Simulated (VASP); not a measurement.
# Cr (Im-3m) in VASP: a series of runs

Cr is run at these levels: PBE; tasks: relaxation of cell and atoms, single point.

All numbers are computed with VASP 6.6.1; they aren't measurements. Logs are shortened: lines on timing, memory, paths and dates and some standing lists are left out, and cuts for length are marked.

**1. The cell of the first run**

It takes space group Im-3m (No. 229, cubic). The conventional cell has a = 2.848 Å, b = 2.848 Å, c = 2.848 Å, α = 90.00°, β = 90.00°, γ = 90.00°. Within 3.3 Å of Cr (site symmetry m-3m) lie 14 Cr at 2.47 to 2.85 Å.

**2. Relaxation of cell and atoms, PBE**

INCAR reads:

```
  PREC = Accurate
  ENCUT = 600
  EDIFF = 1E-7
  ISMEAR = -1
  SIGMA = 0.15
  LREAL = F
  LASPH = T
  NELM = 100
  ALGO = Normal
  ISIF = 3
  LWAVE = F
  LCHARG = F
  GGA = PE
  IBRION = 2
  NSW = 80
  EDIFFG = -0.001
```

KPOINTS reads:

```
regular mesh
0
Gamma
  20 20 20
```

POSCAR reads:

```
Cr
1.0
   -1.4239150034      1.4239150034      1.4239150034
    1.4239150034     -1.4239150034      1.4239150034
    1.4239150034      1.4239150034     -1.4239150034
Cr
1
Direct
    0.0000000000      0.0000000000      0.0000000000
```

Potentials or basis: VASP PAW PBE potentials, release 64 (Cr_pv).

Launch:

```
$ cat potpaw_PBE.64/Cr_pv/POTCAR > POTCAR
$ mpirun -np 1 vasp_std > vasp.out
```

OUTCAR:

```text
PREC = Accurate
   ENCUT = 600
   EDIFF = 1E-7
   ISMEAR = -1
   LREAL = F
   LASPH = T
   NELM = 100
   ISIF = 3
   GGA = PE
   IBRION = 2
   NSW = 80
   EDIFFG = -0.001

 ion  position               nearest neighbor table
   1  0.000  0.000  0.000-

  LATTYP: Found a body centered cubic cell.
 ALAT       =     2.8478300068

  Lattice vectors:

 A1 = (  -1.4239150034,   1.4239150034,   1.4239150034)
 A2 = (   1.4239150034,  -1.4239150034,   1.4239150034)
 A3 = (   1.4239150034,   1.4239150034,  -1.4239150034)

Analysis of symmetry for initial positions (statically):
=====================================================================
 Subroutine PRICEL returns:
 Original cell was already a primitive cell.

 Routine SETGRP: Setting up the symmetry group for a
 body centered cubic supercell.

 Subroutine GETGRP returns: Found 48 space group operations
 (whereof 48 operations were pure point group operations)
 out of a pool of 48 trial point group operations.

The static configuration has the point symmetry O_h .

Analysis of symmetry for dynamics (positions and initial velocities):
=====================================================================
 Subroutine PRICEL returns:
 Original cell was already a primitive cell.

 Routine SETGRP: Setting up the symmetry group for a
 body centered cubic supercell.

 Subroutine GETGRP returns: Found 48 space group operations
 (whereof 48 operations were pure point group operations)
 out of a pool of 48 trial point group operations.

The dynamic configuration has the point symmetry O_h .

 Subroutine INISYM returns: Found 48 space group operations
 (whereof 48 operations are pure point group operations),
 and found     1 'primitive' translations

----------------------------------------------------------------------------------------

                                     Primitive cell

  volume of cell :      11.5481

  direct lattice vectors                    reciprocal lattice vectors
    -1.423915003  1.423915003  1.423915003     0.000000000  0.351144555  0.351144555
     1.423915003 -1.423915003  1.423915003     0.351144555  0.000000000  0.351144555
     1.423915003  1.423915003 -1.423915003     0.351144555  0.351144555  0.000000000

  length of vectors
     2.466293132  2.466293132  2.466293132     0.496593392  0.496593392  0.496593392

  position of ions in fractional coordinates (direct lattice)
     0.000000000  0.000000000  0.000000000

  ion indices of the primitive-cell ions
   primitive index   ion index
                 1           1

----------------------------------------------------------------------------------------

 KPOINTS: regular mesh

Automatic generation of k-mesh.
 Grid dimensions read from file:
 generate k-points for:   20   20   20

 Generating k-lattice:

  Cartesian coordinates                     Fractional coordinates (reciprocal lattice)
     0.000000000  0.017557228  0.017557228     0.050000000  0.000000000  0.000000000
     0.017557228  0.000000000  0.017557228     0.000000000  0.050000000  0.000000000
     0.017557228  0.017557228  0.000000000     0.000000000  0.000000000  0.050000000

  Length of vectors
     0.024829670  0.024829670  0.024829670

  Shift w.r.t. Gamma in fractional coordinates (k-lattice)
     0.000000000  0.000000000  0.000000000

 Subroutine IBZKPT returns following result:
 ===========================================

 Found    256 irreducible k-points:

 Following reciprocal coordinates:
            Coordinates               Weight
  0.000000  0.000000  0.000000      1.000000
  0.050000  0.000000  0.000000     12.000000
  0.100000  0.000000  0.000000     12.000000
  0.150000  0.000000  0.000000     12.000000
  0.200000  0.000000  0.000000     12.000000
  0.250000  0.000000  0.000000     12.000000
[... 16 lines left out ...]
  0.200000  0.100000  0.000000     48.000000
  0.250000  0.100000  0.000000     48.000000
 [... further k-points ...]
   k-points           NKPTS =    256   k-points in BZ     NKDIM =    256   number of bands    NBANDS=     10
   number of dos      NEDOS =    301   number of ions     NIONS =      1
   total plane-waves  NPLWV =   8000
   dimension x,y,z NGX =    20 NGY =   20 NGZ =   20
   dimension x,y,z NGXF=    40 NGYF=   40 NGZF=   40
   ions per type =               1
   NGX,Y,Z   is equivalent  to a cutoff of  13.48, 13.48, 13.48 a.u.
   NGXF,Y,Z  is equivalent  to a cutoff of  26.96, 26.96, 26.96 a.u.
 SYSTEM =  unknown system
   PREC   = accura    normal or accurate (medium, high low for compatibility)
   ISTART =      0    job   : 0-new  1-cont  2-samecut
   ICHARG =      2    charge: 1-file 2-atom 10-const
   ISPIN  =      1    spin polarized calculation?
   LNONCOLLINEAR =      F non collinear calculations
   LSORBIT =      F    spin-orbit coupling
   LASPH  =      T    aspherical Exc in radial PAW
   ENCUT  =  600.0 eV  44.10 Ry    6.64 a.u.   4.93  4.93  4.93*2*pi/ulx,y,z
   NELM   =    100;   NELMIN=  2; NELMDL= -5     # of ELM steps
   EDIFF  = 0.1E-06   stopping-criterion for ELM
   LREAL  =      F    real-space projection
   EDIFFG = -.1E-02   stopping-criterion for IOM
   NSW    =     80    number of steps for IOM
   IBRION =      2    ionic relax: 0-MD 1-quasi-New 2-CG
   NFREE  =      1    steps in history (QN), initial steepest desc. (CG)
   ISIF   =      3    stress and relaxation
   ISYM   =      2    0-nonsym 1-usesym 2-fastsym
   POTIM  = 0.5000    time-step for ionic-motion
   TEBEG  =    0.0;   TEEND  =   0.0 temperature during run
   PSTRESS=    0.0 pullay stress
   NELECT =      12.0000    total number of electrons
   NUPDOWN=      -1.0000    fix difference up-down
   EMIN   =  10.00;   EMAX   =-10.00  energy-range for DOS
   EFERMI =   0.00;   METHOD = LEGACY
   ISMEAR =    -1;   SIGMA  =   0.15  broadening in eV -4-tet -1-fermi 0-gaus
   EFERMI_NEDOS =   21; number of points for ismear=-14 and -15
   IALGO  =     38    algorithm
   IMIX   =      4    mixing-type and parameters
     AMIX     =   0.40;   BMIX     =  1.00
     AMIX_MAG =   1.60;   BMIX_MAG =  1.00
  volume/ion in A,a.u.               =      11.55        77.93
  Fermi-wavevector in a.u.,A,eV,Ry     =   1.658178  3.133502 37.409963  2.749555
  Thomas-Fermi vector in A             =   2.745804
   LORBIT       =      0    0 simple, 1 ext, 2 COOP (PROOUT), +10 PAW based schemes
   GGA     = PE    functional components
   LHFCALC =     F    Hartree Fock is set to
   AEXX    =    0.0000 exact exchange contribution
   IVDW    =     0    specifies the selected vdW correction
   LEPSILON=     F    determine dielectric tensor
   LRPA    =     F    only Hartree local field effects (RPA)
 conjugate gradient relaxation of ions
 non-spin polarized calculation
  energy-cutoff  :      600.00
  volume of cell :       11.55
 maximum number of plane-waves:       402
   NGX =  9   NGY =  9   NGZ =  9

--------------------------------------- Ionic step        1  -------------------------------------------

 number of electron      11.9999995 magnetization

 Free energy of the ion-electron system (eV)
  ---------------------------------------------------
  ext. energy  EPLUGINS =         0.00000000
  ---------------------------------------------------
  free energy    TOTEN  =        -9.54347972 eV

  energy without entropy =       -9.48547381  energy(sigma->0) =       -9.51447677

------------------------ aborting loop because EDIFF is reached ----------------------------------------

  FORCE on cell =-STRESS in cart. coord.  units (eV):
  Direction    XX          YY          ZZ          XY          YZ          ZX
  --------------------------------------------------------------------------------------
  -------------------------------------------------------------------------------------
  Total       -0.0085127     -0.0085127     -0.0085127      0.0000000      0.0000000      0.0000000
  in kB       -1.1810500     -1.1810500     -1.1810500      0.0000000      0.0000000      0.0000000
  external PRESSURE =      -1.1810500 kB  Pullay stress =       0.0000000 kB

 VOLUME and BASIS-vectors are now :
 -----------------------------------------------------------------------------
  energy-cutoff  :      600.00
  volume of cell :       11.55
      direct lattice vectors                 reciprocal lattice vectors
    -1.423915003  1.423915003  1.423915003     0.000000000  0.351144555  0.351144555
     1.423915003 -1.423915003  1.423915003     0.351144555  0.000000000  0.351144555
     1.423915003  1.423915003 -1.423915003     0.351144555  0.351144555  0.000000000
[... 246 lines left out ...]
 POSITION                                       TOTAL-FORCE (eV/Angst)
 -----------------------------------------------------------------------------------
      0.00000     -0.00000      0.00000        -0.000000     -0.000000      0.000000
 -----------------------------------------------------------------------------------
    total drift:                                0.000000     -0.000000     -0.000000

  FREE ENERGIE OF THE ION-ELECTRON SYSTEM (eV)
  ---------------------------------------------------
  free  energy   TOTEN  =        -9.5434819218 eV

  energy  without entropy=       -9.4855119994  energy(sigma->0) =       -9.51449696

--------------------------------------- Ionic step        9  -------------------------------------------

 number of electron      11.9999995 magnetization

 Free energy of the ion-electron system (eV)
  ---------------------------------------------------
  ext. energy  EPLUGINS =         0.00000000
  ---------------------------------------------------
  free energy    TOTEN  =        -9.54348192 eV

  energy without entropy =       -9.48551159  energy(sigma->0) =       -9.51449675

 E-fermi :  10.9620     XC(G=0): -13.6767

 val. band max:       10.9611490205   @ k =  -0.2500   0.3500   0.1500
 cond. band min:      10.9622646180   @ k =  -0.1500   0.2000   0.1000
 fundamental gap:      0.0011155975
 Fermi energy:        10.9620330928

 k-point     1 :       0.0000    0.0000    0.0000
  band No.  band energies     occupation
      1     -31.7302      2.00000
      2     -31.7302      2.00000
      3     -31.7302      2.00000
      4       3.1235      2.00000
      5      10.0797      1.99444
      6      10.0797      1.99444
      7      10.0797      1.99444
      8      12.1361      0.00080
      9      12.1361      0.00080
     10      18.1079      0.00000

 k-point     2 :       0.0500    0.0000    0.0000
  band No.  band energies     occupation
      1     -31.7537      2.00000
      2     -31.7374      2.00000
      3     -31.7303      2.00000
      4       3.2339      2.00000
      5      10.0368      1.99582
      6      10.0731      1.99468
      7      10.1543      1.99087
      8      12.0871      0.00110
      9      12.1391      0.00078
     10      18.1079      0.00000
[... 274 lines left out ...]
 k-point    24 :       0.2500    0.1000    0.0000
  band No.  band energies     occupation
      1     -32.3499      2.00000
      2     -31.9301      2.00000
      3     -31.7650      2.00000
      4       6.3163      2.00000
      5       9.0295      1.99999
      6       9.5490      1.99984
      7      11.7596      0.00976
      8      12.4151      0.00012
      9      12.7508      0.00001
     10      18.1068      0.00000

 [... further k-points ...]
[... 5 lines left out ...]
  --------------------------------------------------------------------------------------
  -------------------------------------------------------------------------------------
  Total        0.0006607      0.0006607      0.0006607      0.0000000      0.0000000      0.0000000
  in kB        0.0917033      0.0917033      0.0917033      0.0000000      0.0000000      0.0000000
  external PRESSURE =       0.0917033 kB  Pullay stress =       0.0000000 kB

 VOLUME and BASIS-vectors are now :
 -----------------------------------------------------------------------------
  energy-cutoff  :      600.00
  volume of cell :       11.54
      direct lattice vectors                 reciprocal lattice vectors
    -1.423689150  1.423689150  1.423689150     0.000000000  0.351200260  0.351200260
     1.423689150 -1.423689150  1.423689150     0.351200260  0.000000000  0.351200260
     1.423689150  1.423689150 -1.423689150     0.351200260  0.351200260  0.000000000

 POSITION                                       TOTAL-FORCE (eV/Angst)
 -----------------------------------------------------------------------------------
      1.42369      1.42369     -1.42369         0.000000      0.000000      0.000000
 -----------------------------------------------------------------------------------
    total drift:                                0.000000     -0.000000      0.000000

  FREE ENERGIE OF THE ION-ELECTRON SYSTEM (eV)
  ---------------------------------------------------
  free  energy   TOTEN  =        -9.5434819181 eV

  energy  without entropy=       -9.4855115856  energy(sigma->0) =       -9.51449675

 reached required accuracy - stopping structural energy minimisation
```

It took 3.6 min on 1 thread of AMD EPYC 7R13, shared host; peak memory 0.13 GiB.

Results:

* Free energy: -9.5435 eV
* Relaxed volume: 11.54 Å³/atom
* Relaxed cell: a = 2.466 Å, b = 2.466 Å, c = 2.466 Å, α = 109.47°, β = 109.47°, γ = 109.47°
* Space group after relaxing (to 0.05 Å): Im-3m (No. 229)
* Energy gained by relaxing: 0.0 meV/atom
* Ionic steps: 9
* Pressure after relaxing: 0.0 GPa
* Band gap on the k mesh: zero (band 6 reaches 13.44 eV, above the bottom of band 7 at 10.08 eV)

Final structure:
```
Cr
1.0
    -1.42369    1.42369    1.42369
     1.42369   -1.42369    1.42369
     1.42369    1.42369   -1.42369
Cr
1
Direct
  0.00000 0.00000 0.00000
```

Caveat: the run has no spin polarisation, though such a crystal can be magnetic. Spin polarisation is off, so any magnetic state and its effect on volume and gap are missing.

**3. Single point, PBE**

INCAR reads:

```
SYSTEM = Cr
ALGO     = Normal         ! electronic algorithm
EDIFF    = 1E-6           ! SCF threshold, eV
ENCUT    = 520            ! plane-wave cutoff, eV
GGA      = PE             ! functional
ISIF     = 2              ! what is computed and relaxed
ISMEAR   = 0              ! smearing method
LASPH    = .True.         ! aspherical terms in the spheres
LCHARG   = .True.         ! write CHGCAR
LELF     = .True.         ! ELF
LREAL    = .False.        ! projectors in reciprocal space
LVHAR    = .True.       
LWAVE    = .False.        ! write WAVECAR
NBANDS   = 12             ! bands
NELM     = 100            ! most SCF steps
PREC     = Accurate       ! precision mode
SIGMA    = 0.1            ! smearing width, eV
```

KPOINTS reads:

```
k-points
0
Gamma
  20 20 20
  0 0 0
```

POSCAR is that of step 2.

Potentials or basis: VASP PAW PBE potentials, release 64 (Cr_pv).

Launch:

```
$ cat potpaw_PBE.64/Cr_pv/POTCAR > POTCAR
$ mpirun -np 1 vasp_std > vasp.out
```

It took 9.4 s on 1 thread of Intel Xeon 6975P-C (Granite Rapids), shared host; peak memory 0.14 GiB.

Results (log left out):

```yaml
Free_energy: -9.5187 eV
Pressure: -1.1 GPa
Band_gap_on_the_k_mesh: zero (band 6 reaches 13.42 eV, above the bottom of band 7 at 10.06 eV)
```

Levels at points of the mesh, in eV from the Fermi level:
```csv
k point,band 3,band 4,band 5,band 6,band 7,band 8,band 9,band 10
"(0.00, 0.00, 0.00)",-42.74,-7.88,-0.93,-0.93,-0.93,1.12,1.12,7.09
"(0.50, 0.00, 0.00)",-42.75,-4.45,-2.48,1.10,1.12,1.46,2.82,7.08
"(0.50, 0.50, 0.50)",-43.37,-4.33,-4.33,2.43,2.43,2.43,7.08,10.59
```

Caveat: the run has no spin polarisation, though such a crystal can be magnetic.

**4. Single point, PBE (volume scaled by 0.88)**

INCAR reads:

```
PREC     = Accurate       # precision mode
ENCUT    = 520            # plane-wave cutoff, eV
EDIFF    = 1E-7           # SCF threshold, eV
ISMEAR   = 0              # smearing method
SIGMA    = 0.1            # smearing width, eV
LREAL    = F              # projectors in reciprocal space
LASPH    = T              # aspherical terms in the spheres
NELM     = 80             # most SCF steps
ALGO     = Fast           # electronic algorithm
ISIF     = 2              # what is computed and relaxed
LWAVE    = F              # write WAVECAR
LCHARG   = F              # write CHGCAR
GGA      = PE             # functional
NBANDS   = 12             # bands
```

KPOINTS reads:

```
Automatic mesh
0
Gamma
  20 20 20
```

POSCAR reads:

```
Cr
1.0
   -1.3645149251      1.3645149251      1.3645149251
    1.3645149251     -1.3645149251      1.3645149251
    1.3645149251      1.3645149251     -1.3645149251
Cr
1
Direct
    0.0000000000      0.0000000000      0.0000000000
```

Launch:

```
$ cat potpaw_PBE.64/Cr_pv/POTCAR > POTCAR
$ mpirun -np 1 vasp_std > vasp.out
```

Wall time 19 s (1 thread of Intel Xeon 6975P-C, shared host); peak memory 0.14 GiB.

The run converged. Its results:

* Free energy: -9.3552 eV
* Pressure: 42.8 GPa
* Band gap on the k mesh: zero (band 6 reaches 15.83 eV, above the bottom of band 7 at 11.82 eV)

Levels at points of the mesh, in eV from the Fermi level:
```tsv
k point	band 4	band 5	band 6	band 7	band 8	band 9
(0.00, 0.00, 0.00)	-8.31	-1.12	-1.12	-1.12	1.30	1.30
(0.50, 0.00, 0.00)	-5.14	-2.97	1.34	1.49	1.73	3.37
(0.50, 0.50, 0.50)	-5.21	-5.21	2.89	2.89	2.89	7.17
```

Caveat: the cell differs from its parent crystal (volume scaled by 0.88); the run has no spin polarisation, though such a crystal can be magnetic. Spin polarisation is off, so any magnetic state and its effect on volume and gap are missing.

**5. Summary**

```tsv
task	cell	cutoff (eV)	smearing	gap on the mesh (eV)	pressure (GPa)
relaxation of cell and atoms	relaxed from a = 2.466 Å, angles 109.5°, 1 atom	600	fermi-dirac 0.15 eV	none	0.0
single point	a = 2.466 Å, angles 109.5°, 1 atom	520	gaussian 0.1 eV	none	-1.1
single point	a = 2.363 Å, angles 109.5°, 1 atom	520	gaussian 0.1 eV	none	42.8
```

Alike in all rows: level PBE; potentials or basis VASP PAW PBE potentials, release 64 (Cr_pv); no spin polarisation; k mesh 20 × 20 × 20.

Caveats: the run has no spin polarisation, though such a crystal can be magnetic.

Total energies depend on the potentials used, so only differences within one code and one set of settings carry meaning.
